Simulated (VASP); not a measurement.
A run of VASP 6.6.1:

File INCAR:

```
SYSTEM = LiF
PREC = Accurate ; ENCUT = 520
EDIFF = 1E-6 ; ISMEAR = 0
SIGMA = 0.05 ; LREAL = .False.
LASPH = .True. ; NELM = 80
ALGO = Normal ; ISIF = 2
LWAVE = .False. ; LCHARG = .False.
GGA = PS ; NBANDS = 12
```

KPOINTS

```
regular mesh
0
Gamma
  10 10 10
  0 0 0
```

Contents of POSCAR:

```
LiF
1.0
    0.0000000000      2.0140000000      2.0140000000
    2.1650500000      0.0000000000      2.0140000000
    2.1650500000      2.0140000000      0.0000000000
Li F
1 1
Direct
    0.0000000000      0.0000000000      0.0000000000
    0.5000000000      0.5000000000      0.5000000000
```

Potentials or basis: VASP PAW PBE potentials, release 64 (Li_sv, F).

Command:

```sh
$ cat potpaw_PBE.64/Li_sv/POTCAR potpaw_PBE.64/F/POTCAR > POTCAR
$ mpirun -np 1 vasp_std > vasp.out
```

Hardware: 1 thread of Intel Xeon 6975P-C, with other jobs on the host.

Question: Estimate the wall time of this run.

Answer: It took 13 s on 1 thread of Intel Xeon 6975P-C, on a shared host, peak memory 0.14 GiB. Counts: scf iterations 12, k points 102.
